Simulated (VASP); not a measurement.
BP (r.b), 2 atoms in the cell. The structure is cubic, space group F-43m (No. 216). The conventional cell has a = 4.520 Å, b = 4.520 Å, c = 4.520 Å, α = 90.00°, β = 90.00°, γ = 90.00°. B (site symmetry -43m) has 4 P at 1.96 Å within 2.6 Å. P (site symmetry -43m) has 4 B at 1.96 Å within 2.6 Å. 

```yaml
Program: VASP 6.6.1
Task: relaxation of cell and atoms
Functional: r2SCAN
Dispersion: rVV10
Potentials_or_basis: VASP PAW PBE potentials, release 64 (B, P)
Cutoff: 550 eV
k_mesh: 10 × 10 × 10
Occupations: gaussian, width 0.02 eV
Spin: no spin polarisation
Dipole_correction: no
Further_INCAR_settings: ALGO = Normal; EDIFF = 1e-07; IBRION = 2; EDIFFG = -0.002; NSW = 100; ISIF = 3
```

Potentials or basis: VASP PAW PBE potentials, release 64 (B, P).

Launch:

```sh
$ cat potpaw_PBE.64/B/POTCAR potpaw_PBE.64/P/POTCAR > POTCAR
$ cp INCAR.step1 INCAR
$ mpirun -np 1 vasp_std > vasp.out
$ cp INCAR.step2 INCAR
$ mpirun -np 1 vasp_std > vasp.out
```

Hardware: 1 thread of Intel(R) Xeon(R) 6975P-C (Granite Rapids), with other jobs on the host.

How long does it take, and how much memory?

Run time: 66 s on 1 thread of Intel(R) Xeon(R) 6975P-C (Granite Rapids) (shared host), peak memory 0.21 GiB. Counts: k points 47, ion steps 3.
